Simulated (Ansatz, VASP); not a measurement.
Ta in VASP and in Ansatz

INCAR

```
PREC = Accurate
ENCUT = 520
EDIFF = 1E-6
ISMEAR = 0
SIGMA = 0.05
LREAL = F
LASPH = T
NELM = 60
ALGO = Normal
ISIF = 2
LWAVE = F
LCHARG = F
NBANDS = 12
```

File KPOINTS:

```
Automatic mesh
0
Gamma
  18 18 18
```

File POSCAR:

```
Ta
1.0
   -1.6550000000      1.6550000000      1.6550000000
    1.6550000000     -1.6550000000      1.6550000000
    1.6550000000      1.6550000000     -1.6550000000
Ta
1
Direct
    0.0000000000      0.0000000000      0.0000000000
```

Input for Ansatz:

```yaml
crystal:
  lattice:
    - [-1.655, 1.655, 1.655]
    - [1.655, -1.655, 1.655]
    - [1.655, 1.655, -1.655]
  atoms:
    - { symbol: Ta, position: [0.0, 0.0, 0.0] }
basis:
  ecutwfc: 420
  ecutrho_ratio: 4
kpoints:
  mp_grid: { grid: [18, 18, 18] }
hamiltonian:
  xc: lda
scf:
  occupations: { method: gaussian, width: 0.05 }
output:
  forces: true
  stress: true
  eigenvalues: true
```

Alike in both runs: task single point; functional LDA; k mesh 18 × 18 × 18; occupations gaussian, width 0.05 eV; no spin polarisation.

```csv
,VASP,Ansatz
version,VASP 6.6.1,Ansatz 0.2.0
potentials or method,"VASP PAW LDA potentials, release 64 (Ta_pv), cutoff 520 eV","scalar-relativistic, plane waves, PAW"
valence electrons in the cell,11,13
```

```tsv
	VASP	Ansatz	Ansatz less VASP
pressure (GPa)	-9.7	-10.4	-0.69
```

LDA's correlation is that of Perdew and Zunger in VASP and of Perdew and Wang (1992) in Ansatz. VASP's potentials hold 11 valence electrons a cell and Ansatz's 13, so a difference there can come from the potentials and not from the codes.

Spin-orbit coupling is off throughout.
